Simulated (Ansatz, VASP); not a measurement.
## MgO in VASP and in Ansatz

```
Mg O
1.0
     0.00000    2.10377    2.10377
     2.10377    0.00000    2.10377
     2.10377    2.10377    0.00000
Mg O
1 1
Direct
  0.00000 0.00000 0.00000
  0.50000 0.50000 0.50000
```

Alike in both runs: functional r2SCAN; k mesh 10 × 10 × 10; occupations gaussian, width 0.02 eV; no spin polarisation.

Ansatz relaxed the structure, and its values are those at the end. VASP's run is a single point on that final structure, the one shown.

```csv
,VASP,Ansatz
version,VASP 6.6.1,Ansatz 0.2.0
potentials or method,"VASP PAW PBE potentials, release 64 (Mg, O), cutoff 520 eV","scalar-relativistic, plane waves, PAW"
valence electrons in the cell,8,16
```

|  | VASP | Ansatz | Ansatz less VASP |
| --- | --- | --- | --- |
| gap on the k mesh at the Fermi level (eV) | 5.64 | 5.68 | +0.041 |
| least direct gap on the mesh (eV) | 5.64 | 5.68 | +0.041 |
| pressure (GPa) | -1.5 | 0.0 | +1.52 |

VASP's potentials were made for PBE, not for r2SCAN. With one functional, cell and mesh, what is left measures potentials, basis and numerics. VASP's potentials hold 8 valence electrons a cell and Ansatz's 16, so a difference there can come from the potentials and not from the codes.
